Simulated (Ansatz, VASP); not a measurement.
**AlAs: VASP beside Ansatz**

INCAR

```
  PREC = Accurate
  ENCUT = 500
  EDIFF = 1E-6
  ISMEAR = -1
  SIGMA = 0.08
  LREAL = F
  LASPH = T
  NELM = 120
  ALGO = Normal
  ISIF = 2
  LWAVE = F
  LCHARG = T
  LELF = T
  LVHAR = T
  NBANDS = 11
  GGA_COMPAT = F
```

File KPOINTS:

```
regular mesh
0
Gamma
  11 11 11
```

File POSCAR:

```
AlAs
1.0
    0.0000000000      2.5222931638      2.5222931638
    2.5222931638      0.0000000000      2.5222931638
    2.5222931638      2.5222931638      0.0000000000
Al As
1 1
Direct
    0.0000000000      0.0000000000      0.0000000000
    0.2500000000      0.2500000000      0.2500000000
```

Input for Ansatz:

```yaml
crystal:
  lattice:
    - [0.0, 2.5222931638, 2.5222931638]
    - [2.5222931638, 0.0, 2.5222931638]
    - [2.5222931638, 2.5222931638, 0.0]
  atoms:
    - { symbol: Al, position: [0.0, 0.0, 0.0] }
    - { symbol: As, position: [0.25, 0.25, 0.25] }
kpoints:
  mp_grid: { grid: [11, 11, 11] }
scf:
  occupations: { method: fermi_dirac, width: 0.08 }
hamiltonian:
  xc: lda
  pseudopotentials: { kind: paw }
output:
  forces: true
  stress: true
  eigenvalues: true
  populations: true
```

Change from the starting cell: volume scaled by 0.72, PAW files.

Alike in both runs: task single point; functional LDA; k mesh 11 × 11 × 11; occupations fermi-dirac, width 0.08 eV; no spin polarisation.

|  | VASP | Ansatz |
| --- | --- | --- |
| version | VASP 6.6.1 | Ansatz 0.2.0 |
| potentials or method | VASP PAW LDA potentials, release 64 (Al, As) | PAW with Ansatz's default frozen-core files, scalar-relativistic |
| plane-wave cutoff (eV) | 500 | 420 |
| valence electrons in the cell | 8 | 18 |

|  | VASP | Ansatz | Ansatz less VASP |
| --- | --- | --- | --- |
| pressure (GPa) | 50.2 | 48.8 | -1.42 |

LDA's correlation is that of Perdew and Zunger in VASP and of Perdew and Wang (1992) in Ansatz. Both programs put the cell under a high pressure, so it lies far from rest at this level. VASP's potentials hold 8 valence electrons a cell and Ansatz's 18, so a difference there can come from the potentials and not from the codes.
